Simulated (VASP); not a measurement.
Write the native input for VASP 6.6.1 that does the following.

| Property | Result |
| --- | --- |
| Task | single point |
| Functional | PBE |
| Potentials or basis | VASP PAW PBE potentials, release 64 (K_sv, C) |
| Cutoff | 600 eV |
| k mesh | 6 × 6 × 6 |
| Occupations | fermi-dirac, width 0.1 eV |
| Spin | no spin polarisation |
| Dipole correction | no |
| Further INCAR settings | ALGO = Normal; EDIFF = 1e-06; NBANDS = 14 |

The structure of KC lies in POSCAR:

```
KC
1.0
    0.0000000000      2.7674250000      2.7674250000
    2.7674250000      0.0000000000      2.7674250000
    2.7674250000      2.7674250000      0.0000000000
K C
1 1
Direct
    0.0000000000      0.0000000000      0.0000000000
    0.2500000000      0.2500000000      0.2500000000
```

These files were run (other wordings do the same):

INCAR

```
  PREC = Accurate
  ENCUT = 600
  EDIFF = 1E-6
  ISMEAR = -1
  SIGMA = 0.1
  LREAL = False
  LASPH = True
  NELM = 120
  ALGO = Normal
  ISIF = 2
  LWAVE = False
  LCHARG = False
  GGA = PE
  NBANDS = 14
  GGA_COMPAT = False
```

KPOINTS

```
Automatic mesh
0
Gamma
  6 6 6
```

Potentials or basis: VASP PAW PBE potentials, release 64 (K_sv, C).

Run with:

```sh
$ cat potpaw_PBE.64/K_sv/POTCAR potpaw_PBE.64/C/POTCAR > POTCAR
$ mpirun -np 1 vasp_std > vasp.out
```

Results of the run:

The pressure is 16.0 GPa.

It took 21 s on 1 thread of Intel Xeon 8259CL, on a shared host, peak memory 0.17 GiB.
